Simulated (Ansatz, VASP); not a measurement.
# Two plane-wave programs on AlN

```
CELL_PARAMETERS angstrom
3.38575 0.00000 0.00000
-1.69288 2.93215 0.00000
0.00000 0.00000 4.31447
ATOMIC_POSITIONS crystal
Al 0.33333 0.66667 0.75000
Al 0.66667 0.33333 0.25000
N 0.33333 0.66667 0.25000
N 0.66667 0.33333 0.75000
```

Alike in both runs: task single point; functional PBEsol; k mesh 9 × 9 × 6; occupations gaussian, width 0.05 eV; no spin polarisation.

```csv
,VASP,Ansatz
version,VASP 6.6.1,Ansatz 0.2.0
potentials or method,"VASP PAW PBE potentials, release 64 (Al, N), cutoff 520 eV","scalar-relativistic, plane waves, PAW"
valence electrons in the cell,16,16
```

|  | VASP | Ansatz | Ansatz less VASP |
| --- | --- | --- | --- |
| gap on the k mesh at the Fermi level (eV) | 2.62 | 2.61 | -0.010 |
| least direct gap on the mesh (eV) | 2.62 | 2.61 | -0.010 |
| pressure (GPa) | -16.2 | -16.1 | +0.04 |
| traceless stress, the component that is largest in VASP (GPa) | 0.75 | 0.76 | +0.011 |

VASP's potentials were made for PBE, not for PBEsol, and Ansatz warns of the same on its side.
